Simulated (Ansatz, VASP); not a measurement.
# ZnSe: VASP beside Ansatz

The input INCAR:

```
SYSTEM = ZnSe
PREC     = Accurate       ! precision mode
ENCUT    = 520            ! plane-wave cutoff, eV
EDIFF    = 1E-7           ! SCF threshold, eV
ISMEAR   = 0              ! smearing method
SIGMA    = 0.05           ! smearing width, eV
LREAL    = .FALSE.        ! projectors in reciprocal space
LASPH    = .TRUE.         ! aspherical terms in the spheres
NELM     = 80             ! most SCF steps
ALGO     = Normal         ! electronic algorithm
ISIF     = 2              ! what is computed and relaxed
LWAVE    = .FALSE.        ! write WAVECAR
LCHARG   = .FALSE.        ! write CHGCAR
GGA      = PE             ! functional
NBANDS   = 16             ! bands
```

File KPOINTS:

```
Automatic mesh
0
G
  10 10 10
  0 0 0
```

The input POSCAR:

```
ZnSe
1.0
    0.0000000000      3.3084631296      2.1505010342
    3.3084631296      0.0000000000      2.1505010342
    3.3084631296      3.3084631296      0.0000000000
Zn Se
1 1
Direct
    0.0000000000      0.0000000000      0.0000000000
    0.7500000000      0.7500000000      0.7500000000
```

Input for Ansatz:

```yaml
crystal:
  lattice:
    - [0.0, 3.3084631296, 2.1505010342]
    - [3.3084631296, 0.0, 2.1505010342]
    - [3.3084631296, 3.3084631296, 0.0]
  atoms:
    - { symbol: Zn, position: [0.0, 0.0, 0.0] }
    - { symbol: Se, position: [0.75, 0.75, 0.75] }
basis:
  ecutwfc: 420
kpoints:
  mp_grid: { grid: [10, 10, 10] }
hamiltonian:
  xc: pbe
scf:
  occupations: { method: gaussian, width: 0.05 }
output:
  forces: true
  stress: true
  eigenvalues: true
```

Alike in both runs: task single point; functional PBE; k mesh 10 × 10 × 10; occupations gaussian, width 0.05 eV; no spin polarisation.

```csv
,VASP,Ansatz
version,VASP 6.6.1,Ansatz 0.2.0
potentials or method,"VASP PAW PBE potentials, release 64 (Zn, Se), cutoff 520 eV","scalar-relativistic, plane waves, PAW"
valence electrons in the cell,18,28
```

Ansatz gave:

```
gap on the k mesh at the Fermi level (eV)                     : none
pressure (GPa)                                                : -3.3
traceless stress, the component that is largest in VASP (GPa) : 5.73
```

Q: What did VASP give for the same quantities?

A: gap on the k mesh at the Fermi level (eV): none; pressure (GPa): -3.1; traceless stress, the component that is largest in VASP (GPa): 5.68.

A gap of «none» marks a metal or a gap that the smearing closes. VASP's potentials hold 18 valence electrons a cell and Ansatz's 28, so a difference there can come from the potentials and not from the codes.
